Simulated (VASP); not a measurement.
A run of VASP 6.6.1:

File INCAR:

```
SYSTEM = Ru
ALGO = Normal ; EDIFF = 1E-7
EDIFFG = -0.02 ; ENCUT = 500
GGA = CA ; GGA_COMPAT = .False.
IBRION = 2 ; ISIF = 3
ISMEAR = -1 ; LASPH = .True.
LCHARG = .False. ; LREAL = .False.
LWAVE = .False. ; NELM = 120
NELMIN = 4 ; NSW = 80
PREC = Accurate ; SIGMA = 0.1
```

File KPOINTS:

```
k-points
0
Gamma
  7 7 7
  0 0 0
```

The input POSCAR:

```
Ru
1.0
    0.0000000000      2.6050000000      2.6050000000
    2.6050000000      0.0000000000      2.6050000000
    2.6050000000      2.6050000000      0.0000000000
Ru
2
Direct
    1.0000000000      1.0000000000      1.0000000000
    0.2500000000      0.2500000000      0.2500000000
```

Potentials or basis: VASP PAW LDA potentials, release 64 (Ru_pv).

Run with:

```bash
$ cat potpaw_LDA.64/Ru_pv/POTCAR > POTCAR
$ mpirun -np 1 vasp_std > vasp.out
```

Hardware: 1 thread of Intel(R) Xeon(R) 6975P-C (Granite Rapids) (shared host).

Problem. How long does it take, and how much memory?

Solution. Run time: 46 s on 1 thread of Intel(R) Xeon(R) 6975P-C (Granite Rapids), with other jobs on the host, peak memory 0.14 GiB. Counts: scf iterations 44, k points 20, ion steps 5.
